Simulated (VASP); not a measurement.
Write the native input for VASP 6.6.1 that does the following.

```
Task                   : single point
Functional             : PBE
Potentials or basis    : VASP PAW PBE potentials, release 64 (Co)
Cutoff                 : 520 eV
k mesh                 : 10 × 7 × 1
Occupations            : gaussian, width 0.1 eV
Spin                   : collinear spin, ferromagnetic start
Starting moments       : [3.0, 3.0, 3.0, 3.0, 3.0, 3.0, 3.0, 3.0, 3.0] μB
Dipole correction      : yes
Further INCAR settings : ALGO = Fast; EDIFF = 1e-06; NBANDS = 54
```

The structure of Co lies in POSCAR:

```
Co
1.0
    2.5395032900      0.0000000000      0.0000000000
    0.0000000000      3.5914000000      0.0000000000
    0.0000000000      0.0000000000     27.1580133916
Co
9
Direct
    0.5000000000      0.5000000000      0.3129831287
    0.0000000000      0.0000000000      0.3597373517
    0.5000000000      0.5000000000      0.4064915643
    0.0000000000      0.0000000000      0.4532457874
    0.5000000000      0.5000000000      0.4975327252
    0.0000000000      0.0000000000      0.5439353840
    0.5000000000      0.5000000000      0.5884999770
    0.0000000000      0.0000000000      0.6361376801
    0.5000000000      0.5000000000      0.6740284832
```

These files were run (other wordings do the same):

INCAR

```
SYSTEM = Co
  PREC = Accurate
  ENCUT = 520
  EDIFF = 1E-6
  ISMEAR = 0
  SIGMA = 0.1
  LREAL = .FALSE.
  LASPH = .TRUE.
  NELM = 150
  ALGO = Fast
  ISIF = 2
  LWAVE = .FALSE.
  LCHARG = .FALSE.
  ISPIN = 2
  MAGMOM = 3 3 3 3 3 3 3 3 3
  LORBIT = 11
  LMAXMIX = 4
  LDIPOL = .TRUE.
  IDIPOL = 3
  DIPOL = 0.5 0.5 0.497
  GGA = PE
  NBANDS = 54
  KPAR = 4
```

KPOINTS

```
regular mesh
0
G
  10 7 1
  0 0 0
```

Potentials or basis: VASP PAW PBE potentials, release 64 (Co).

The run is started by

```bash
$ cat potpaw_PBE.64/Co/POTCAR > POTCAR
$ mpirun -np 4 vasp_std > vasp.out
```

It gave:

The largest force is 1.221 eV/Å, the net moment is 15.80 μB per cell and the site moments are Co +1.94, +1.76, +1.75, +1.73, +1.71, +1.74, +1.88 (each value once) μB. The valence electrons inside the program's atomic spheres are Co 7.92, 8.11, 8.16, 8.19, 8.21, 8.20, 8.22, 8.07 (each value once).

It took 25 min on 4 MPI ranks on Oxide Virtual Turin-like Processor (shared host), peak memory 0.69 GiB a rank.
